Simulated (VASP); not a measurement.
Set up this calculation in VASP 6.6.1, as the native input.

* Task: relaxation of cell and atoms
* Functional: PBE
* Potentials or basis: VASP PAW PBE potentials, release 64 (Si, O)
* Cutoff: 600 eV
* k mesh: 6 × 6 × 8
* Occupations: gaussian, width 0.02 eV
* Spin: no spin polarisation
* Dipole correction: no
* Further INCAR settings: ALGO = Normal; EDIFF = 1e-07; IBRION = 2; EDIFFG = -0.01; NSW = 100; ISIF = 3

The structure of SiO2 lies in POSCAR:

```
SiO2
1.0
    4.2331386844      0.0000000000      0.0000000000
    0.0000000000      4.2331386844      0.0000000000
    0.0000000000      0.0000000000      2.6929149480
Si O
2 4
Direct
    0.5000000000      0.5000000000      0.5000000000
    0.0000000000      0.0000000000      0.0000000000
    0.1930974864      0.8069025136      0.5000000000
    0.3069025136      0.3069025136      0.0000000000
    0.8069025136      0.1930974864      0.5000000000
    0.6930974864      0.6930974864      0.0000000000
```

One way to write it, as run:

INCAR

```
SYSTEM = SiO2
ALGO     = Normal         ! electronic algorithm
EDIFF    = 1E-7           ! SCF threshold, eV
EDIFFG   = -0.01          ! ionic threshold
ENCUT    = 600            ! plane-wave cutoff, eV
GGA      = PE             ! functional
IBRION   = 2              ! ionic algorithm
ISIF     = 3              ! what is computed and relaxed
ISMEAR   = 0              ! smearing method
LASPH    = .TRUE.         ! aspherical terms in the spheres
LCHARG   = .FALSE.        ! write CHGCAR
LREAL    = .FALSE.        ! projectors in reciprocal space
LWAVE    = .FALSE.        ! write WAVECAR
NELM     = 100            ! most SCF steps
NSW      = 100            ! ionic steps
PREC     = Accurate       ! precision mode
SIGMA    = 0.02           ! smearing width, eV
```

KPOINTS

```
k-points
0
G
  6 6 8
  0 0 0
```

Potentials or basis: VASP PAW PBE potentials, release 64 (Si, O).

The run is started by

```console
$ cat potpaw_PBE.64/Si/POTCAR potpaw_PBE.64/O/POTCAR > POTCAR
$ mpirun -np 1 vasp_std > vasp.out
```

It gave:

| Item | Value |
| --- | --- |
| Relaxed volume | 8.03 Å³/atom |
| Relaxed cell | a = 4.232 Å, b = 4.232 Å, c = 2.692 Å, α = 90.00°, β = 90.00°, γ = 90.00° |
| Space group after relaxing (to 0.05 Å) | P4_2/mnm (No. 136) |
| Energy gained by relaxing | 0.0 meV/atom |
| Ionic steps | 3 |
| Pressure after relaxing | 0.1 GPa |
| Largest force after relaxing | 0.008 eV/Å |
| Band gap on the k mesh | 5.04 eV, direct |

It took 74 s on 1 thread of Intel(R) Xeon(R) Platinum 8375C CPU @ 2.90GHz (Ice Lake) (shared host), peak memory 0.2 GiB.
